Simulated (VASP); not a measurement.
Ir: relaxation of cell and atoms with PBEsol

Ir:

```
CELL_PARAMETERS angstrom
0.00000 1.91512 1.91512
1.91512 0.00000 1.91512
1.91512 1.91512 0.00000
ATOMIC_POSITIONS crystal
Ir 0.00000 0.00000 0.00000
```

```
Program                : VASP 6.6.1
Task                   : relaxation of cell and atoms
Functional             : PBEsol
Potentials or basis    : VASP PAW PBE potentials, release 64 (Ir)
Cutoff                 : 600 eV
k mesh                 : 20 × 20 × 20
Occupations            : fermi-dirac, width 0.15 eV
Spin                   : no spin polarisation
Dipole correction      : no
Further INCAR settings : ALGO = Normal; EDIFF = 1e-06; IBRION = 2; EDIFFG = -0.001; NSW = 80; ISIF = 3
```

The relaxed volume is 14.11 Å³/atom. The relaxed cell is a = 2.712 Å, b = 2.712 Å, c = 2.712 Å, α = 60.00°, β = 60.00°, γ = 60.00°. The space group after relaxing (to 0.05 Å) is Fm-3m (No. 225), the energy gained by relaxing is 0.3 meV/atom and the ionic steps are 4. The pressure after relaxing is 0.0 GPa.

Step by step:
```
step  energy change (eV)  largest force (eV/Å)  pressure (GPa)  volume (Å³)
   1              0.0000                0.0000            1.63        14.05
   2              0.0041                0.0000           -6.01        14.34
   3             -0.0003                0.0000            0.02        14.11
   4             -0.0003                0.0000            0.01        14.11
```

Final structure:
```yaml
crystal:
  lattice:
    - [0.00000, 1.91791, 1.91791]
    - [1.91791, 0.00000, 1.91791]
    - [1.91791, 1.91791, 0.00000]
  atoms:
    - { symbol: Ir, position: [0.00000, 0.00000, 0.00000] }
```

Levels at points of the mesh, in eV from the Fermi level:
| k point | band 2 | band 3 | band 4 | band 5 | band 6 | band 7 |
| --- | --- | --- | --- | --- | --- | --- |
| (0.00, 0.00, 0.00) | -3.88 | -3.88 | -3.88 | -1.16 | -1.16 | 14.35 |
| (0.50, 0.00, 0.00) | -3.98 | -3.98 | -0.79 | 0.94 | 0.94 | 7.29 |
| (0.50, 0.50, 0.00) | -7.36 | 0.92 | 1.52 | 1.52 | 1.68 | 10.53 |

Wall time 23 s on 1 thread of Intel(R) Xeon(R) 6975P-C (Granite Rapids), with other jobs on the host, peak memory 0.18 GiB.

Caveat: the PAW data sets were made with another functional, which shifts forces and pressure a little; spin-orbit coupling is left out, which moves the levels of the heavy elements. Zero-point motion and thermal expansion aren't in these numbers.
